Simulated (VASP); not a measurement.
# BN (Pm) in VASP: further runs, part 2 of 2

VASP 6.6.1. Earlier steps stand in the parts before.

### 5 Single point, PBE+D3(BJ) (atoms displaced along a vibrational mode, the cell strained)

The input, INCAR:

```
PREC = Accurate
ENCUT = 520
EDIFF = 1E-6
ISMEAR = 1
SIGMA = 0.05
LREAL = F
LASPH = T
NELM = 100
ALGO = Normal
ISIF = 2
LWAVE = F
LCHARG = F
GGA = PE
IVDW = 12
NBANDS = 16
```

The input, KPOINTS:

```
Automatic mesh
0
Gamma
  12 12 4
```

The input, POSCAR:

```
BN
1.0
    2.3306848890      0.0000000000      0.0000000000
   -1.1653424445      2.1703573356      0.0000000000
    0.0000000000      0.0000000000      6.5923998870
B N
2 2
Direct
   -0.0691507274      0.0000000000      0.5000000000
    0.4026039588      0.6666666667      0.0000000000
    0.0689367990      0.0000000000      0.0000000000
    0.5976373354      0.3333333333      0.5000000000
```

Potentials or basis: VASP PAW PBE potentials, release 64 (B, N).

On the command line:

```
cat potpaw_PBE.64/B/POTCAR potpaw_PBE.64/N/POTCAR > POTCAR
mpirun -np 1 vasp_std > vasp.out
```

OUTCAR:

```text
PREC = Accurate
   ENCUT = 520
   EDIFF = 1E-6
   ISMEAR = 1
   LREAL = F
   LASPH = T
   NELM = 100
   ISIF = 2
   GGA = PE
   IVDW = 12
 IVDW          = 12

 ion  position               nearest neighbor table
   1  0.931  0.000  0.500-   4 1.37   4 1.37   4 1.45
   2  0.403  0.667  0.000-   3 1.37   3 1.37   3 1.45
   3  0.069  0.000  0.000-   2 1.37   2 1.37   2 1.45
   4  0.598  0.333  0.500-   1 1.37   1 1.37   1 1.45

  LATTYP: Found a base centered orthorhombic cell.
 ALAT       =     2.3306848890
 B/A-ratio  =     1.8624202232
 C/A-ratio  =     2.8285247474

  Lattice vectors:

 A1 = (   1.1653424445,  -2.1703573356,   0.0000000000)
 A2 = (   1.1653424445,   2.1703573356,   0.0000000000)
 A3 = (   0.0000000000,   0.0000000000,   6.5923998870)

Analysis of symmetry for initial positions (statically):
=====================================================================
 Subroutine PRICEL returns:
 Original cell was already a primitive cell.

 Routine SETGRP: Setting up the symmetry group for a
 base centered orthorhombic supercell.

 Subroutine GETGRP returns: Found  2 space group operations
 (whereof  2 operations were pure point group operations)
 out of a pool of  8 trial point group operations.

The static configuration has the point symmetry C_1h.

Analysis of symmetry for dynamics (positions and initial velocities):
=====================================================================
 Subroutine PRICEL returns:
 Original cell was already a primitive cell.

 Routine SETGRP: Setting up the symmetry group for a
 base centered orthorhombic supercell.

 Subroutine GETGRP returns: Found  2 space group operations
 (whereof  2 operations were pure point group operations)
 out of a pool of  8 trial point group operations.

The dynamic configuration has the point symmetry C_1h.

 Subroutine INISYM returns: Found  2 space group operations
 (whereof  2 operations are pure point group operations),
 and found     1 'primitive' translations

----------------------------------------------------------------------------------------

                                     Primitive cell

  volume of cell :      33.3471

  direct lattice vectors                    reciprocal lattice vectors
     2.330684889  0.000000000  0.000000000     0.429058430  0.230376810  0.000000000
    -1.165342445  2.170357336  0.000000000     0.000000000  0.460753620  0.000000000
     0.000000000  0.000000000  6.592399887     0.000000000  0.000000000  0.151689827

  length of vectors
     2.330684889  2.463427283  6.592399887     0.486995494  0.460753620  0.151689827

  position of ions in fractional coordinates (direct lattice)
     0.930849273  0.000000000  0.500000000
     0.402603959  0.666666667  0.000000000
     0.068936799  0.000000000  0.000000000
     0.597637335  0.333333333  0.500000000

  ion indices of the primitive-cell ions
   primitive index   ion index
                 1           1
                 2           2
                 3           3
                 4           4

----------------------------------------------------------------------------------------

 KPOINTS: Automatic mesh

Automatic generation of k-mesh.
 Grid dimensions read from file:
[... 24 lines left out ...]
  0.083333 -0.083333  0.000000      2.000000
  0.166667  0.000000  0.000000      2.000000
  0.166667 -0.166667  0.000000      2.000000
  0.250000  0.000000  0.000000      2.000000
[... 16 lines left out ...]
  0.416667  0.083333  0.000000      2.000000
  0.416667  0.500000  0.000000      2.000000
 [... further k-points ...]
   k-points           NKPTS =    222   k-points in BZ     NKDIM =    222   number of bands    NBANDS=     16
   number of dos      NEDOS =    301   number of ions     NIONS =      4
   total plane-waves  NPLWV =  16200
   dimension x,y,z NGX =    18 NGY =   18 NGZ =   50
   dimension x,y,z NGXF=    36 NGYF=   36 NGZF=  100
   ions per type =               2   2
   NGX,Y,Z   is equivalent  to a cutoff of  12.84, 12.15, 12.61 a.u.
   NGXF,Y,Z  is equivalent  to a cutoff of  25.68, 24.29, 25.22 a.u.
 SYSTEM =  unknown system
   PREC   = accura    normal or accurate (medium, high low for compatibility)
   ISTART =      0    job   : 0-new  1-cont  2-samecut
   ICHARG =      2    charge: 1-file 2-atom 10-const
   ISPIN  =      1    spin polarized calculation?
   LNONCOLLINEAR =      F non collinear calculations
   LSORBIT =      F    spin-orbit coupling
   LASPH  =      T    aspherical Exc in radial PAW
   ENCUT  =  520.0 eV  38.22 Ry    6.18 a.u.   4.33  4.58 12.26*2*pi/ulx,y,z
   NELM   =    100;   NELMIN=  2; NELMDL= -5     # of ELM steps
   EDIFF  = 0.1E-05   stopping-criterion for ELM
   LREAL  =      F    real-space projection
   EDIFFG = 0.1E-04   stopping-criterion for IOM
   NSW    =      0    number of steps for IOM
   IBRION =     -1    ionic relax: 0-MD 1-quasi-New 2-CG
   NFREE  =      0    steps in history (QN), initial steepest desc. (CG)
   ISIF   =      2    stress and relaxation
   ISYM   =      2    0-nonsym 1-usesym 2-fastsym
   POTIM  = 0.5000    time-step for ionic-motion
   TEBEG  =    0.0;   TEEND  =   0.0 temperature during run
   PSTRESS=    0.0 pullay stress
   NELECT =      16.0000    total number of electrons
   NUPDOWN=      -1.0000    fix difference up-down
   EMIN   =  10.00;   EMAX   =-10.00  energy-range for DOS
   EFERMI =   0.00;   METHOD = LEGACY
   ISMEAR =     1;   SIGMA  =   0.05  broadening in eV -4-tet -1-fermi 0-gaus
   EFERMI_NEDOS =   21; number of points for ismear=-14 and -15
   IALGO  =     38    algorithm
   IMIX   =      4    mixing-type and parameters
     AMIX     =   0.40;   BMIX     =  1.00
     AMIX_MAG =   1.60;   BMIX_MAG =  1.00
  volume/ion in A,a.u.               =       8.34        56.26
  Fermi-wavevector in a.u.,A,eV,Ry     =   1.281628  2.421926 22.348532  1.642571
  Thomas-Fermi vector in A             =   2.413987
   LORBIT       =      0    0 simple, 1 ext, 2 COOP (PROOUT), +10 PAW based schemes
   GGA     = PE    functional components
   LHFCALC =     F    Hartree Fock is set to
   AEXX    =    0.0000 exact exchange contribution
   IVDW    =    12    specifies the selected vdW correction
   LEPSILON=     F    determine dielectric tensor
   LRPA    =     F    only Hartree local field effects (RPA)
 non-spin polarized calculation
 Methfessel and Paxton  Order N= 1 SIGMA  =   0.05
  energy-cutoff  :      520.00
  volume of cell :       33.35
 maximum number of plane-waves:       924
 NGX is ok and might be reduce to    18
   NGX =  9   NGY =  9   NGZ = 25

 number of electron      15.9999994 magnetization

 Free energy of the ion-electron system (eV)
  ---------------------------------------------------
  ext. energy  EPLUGINS =         0.00000000
  ---------------------------------------------------
  free energy    TOTEN  =       -34.51103643 eV

  energy without entropy =      -34.51104884  energy(sigma->0) =      -34.51104057

 E-fermi :   3.0204     XC(G=0): -10.3448

 val. band max:        2.9791217661   @ k =   0.4167   0.3333   0.0000
 cond. band min:       7.1098075210   @ k =   0.5000   0.5000   0.0000
 fundamental gap:      4.1306857548
 Fermi energy:         3.0204394203

 k-point     1 :       0.0000    0.0000    0.0000
  band No.  band energies     occupation
      1     -15.6611      2.00000
      2     -15.3552      2.00000
      3      -3.9886      2.00000
      4      -1.8774      2.00000
      5       1.3331      2.00000
      6       1.4066      2.00000
[... 433 lines left out ...]
      3      -6.1909      2.00000
      4      -5.9805      2.00000
      5      -2.2180      2.00000
      6      -2.1208      2.00000
[... 8 lines left out ...]
     15      18.2793      0.00000
     16      20.5848      0.00000

 [... further k-points ...]

------------------------ aborting loop because EDIFF is reached ----------------------------------------

 Edisp (eV)   -0.60929

 E8    (eV) :    -0.1786

  FORCE on cell =-STRESS in cart. coord.  units (eV):
  Direction    XX          YY          ZZ          XY          YZ          ZX
  --------------------------------------------------------------------------------------
  -------------------------------------------------------------------------------------
  Total      16.97391     3.27591    -0.05296     0.06018     0.00000     0.00000
  in kB     815.51930   157.39256    -2.54431     2.89152     0.00000     0.00000
  external pressure =      323.46 kB  Pullay stress =        0.00 kB

 VOLUME and BASIS-vectors are now :
 -----------------------------------------------------------------------------
  energy-cutoff  :      520.00
  volume of cell :       33.35
      direct lattice vectors                 reciprocal lattice vectors
     2.330684889  0.000000000  0.000000000     0.429058430  0.230376810  0.000000000
    -1.165342445  2.170357336  0.000000000     0.000000000  0.460753620  0.000000000
     0.000000000  0.000000000  6.592399887     0.000000000  0.000000000  0.151689827

 POSITION                                       TOTAL-FORCE (eV/Angst)
 -----------------------------------------------------------------------------------
      2.16952      0.00000      3.29620         0.015887     -1.392641      0.000000
      0.16145      1.44690      0.00000        -0.033653     -1.392988      0.000000
      0.16067      0.00000      0.00000         0.008765      1.370874      0.000000
      1.00446      0.72345      3.29620         0.009001      1.414755      0.000000
 -----------------------------------------------------------------------------------
    total drift:                               -0.000008      0.000497     -0.000001

  FREE ENERGIE OF THE ION-ELECTRON SYSTEM (eV)
  ---------------------------------------------------
  free  energy   TOTEN  =       -35.1203237047 eV

  energy  without entropy=      -35.1203361091  energy(sigma->0) =      -35.12032784
```

OSZICAR:

```text
N       E                     dE             d eps       ncg     rms          rms(c)
DAV:   1     0.431382910449E+02    0.43138E+02   -0.77517E+03  7112   0.932E+02
DAV:   2    -0.361750976817E+02   -0.79313E+02   -0.72750E+02  9864   0.219E+02
DAV:   3    -0.389315953787E+02   -0.27565E+01   -0.27474E+01  9016   0.395E+01
DAV:   4    -0.389465326092E+02   -0.14937E-01   -0.14935E-01  9112   0.330E+00
DAV:   5    -0.389466617068E+02   -0.12910E-03   -0.12910E-03  9024   0.291E-01    0.124E+01
DAV:   6    -0.350367098247E+02    0.39100E+01   -0.55448E+00  9368   0.185E+01    0.569E+00
DAV:   7    -0.346023163106E+02    0.43439E+00   -0.81709E-01  9600   0.664E+00    0.340E+00
DAV:   8    -0.345135468046E+02    0.88770E-01   -0.24324E-01  9016   0.350E+00    0.473E-01
DAV:   9    -0.345101210230E+02    0.34258E-02   -0.16181E-02  8120   0.107E+00    0.231E-01
DAV:  10    -0.345109155082E+02   -0.79449E-03   -0.11798E-03  8520   0.281E-01    0.407E-02
DAV:  11    -0.345110125748E+02   -0.97067E-04   -0.11073E-04  8688   0.852E-02    0.282E-02
DAV:  12    -0.345110354658E+02   -0.22891E-04   -0.32861E-05  7768   0.424E-02    0.362E-03
DAV:  13    -0.345110364341E+02   -0.96831E-06   -0.13134E-06  8784   0.107E-02
   1 F= -.35120324E+02 E0= -.35120328E+02  d E =0.124044E-04
```

stdout:

```text
POSCAR found type information on POSCAR B N
 POSCAR found :  2 types and       4 ions
 scaLAPACK will be used
 LDA part: xc-table for (Slater+PW92), standard interpolation
 POSCAR, INCAR and KPOINTS ok, starting setup
 FFT: planning ... GRIDC
 FFT: planning ... GRID_SOFT
 FFT: planning ... GRID
 WAVECAR not read
 entering main loop
```

Wall time 2.5 min (1 thread of Intel Xeon 8259CL, shared host); peak memory 0.23 GiB.

Results:

* Free energy: -35.1203 eV
* Pressure: 32.3 GPa
* Largest force: 1.415 eV/Å
* Band gap on the k mesh: 4.13 eV (least direct gap 4.49 eV)
* Dispersion energy per atom: -0.152 eV

Forces on the atoms (eV/Å):
```
B    0.016 -1.393  0.000
B   -0.034 -1.393  0.000
N    0.009  1.371  0.000
N    0.009  1.415  0.000
```

Stress tensor (GPa, compression positive):
```
81.55  0.29  0.00
 0.29 15.74  0.00
 0.00  0.00 -0.25
```

Caveat: the cell differs from its parent crystal (atoms displaced along a vibrational mode, the cell strained); the cell stands under pressure; forces of over 1 eV/Å act on the atoms, so gaps and moduli don't describe the material at rest. A k mesh can miss the band edges.

### 6 The runs side by side

```csv
cell,gap on the mesh (eV),pressure (GPa),largest force (eV/Å)
"a = 2.682, b = 2.551, c = 6.592 Å, angles 90.0, 90.0, 121.7°, 4 atoms, atomic positions A",3.34,-20.0,0.50
"a = 2.682, b = 2.551, c = 6.592 Å, angles 90.0, 90.0, 121.7°, 4 atoms, atomic positions B",3.79,-20.1,0.47
"a = 2.331, b = 2.463, c = 6.592 Å, angles 90.0, 90.0, 118.2°, 4 atoms, atomic positions A",3.92,32.4,1.43
"a = 2.331, b = 2.463, c = 6.592 Å, angles 90.0, 90.0, 118.2°, 4 atoms, atomic positions C",4.13,32.3,1.41
```

Alike in all rows: task single point; level PBE+D3(BJ); potentials or basis VASP PAW PBE potentials, release 64 (B, N); no spin polarisation; k mesh 12 × 12 × 4; cutoff (eV) 520; smearing methfessel-paxton 0.05 eV.

Caveats: the cell stands under tension (at least some runs); the cell stands under pressure (at least some runs); forces of over 1 eV/Å act on the atoms, so gaps and moduli don't describe the material at rest (at least some runs).

Absolute energies hang on the potentials; compare differences alone.
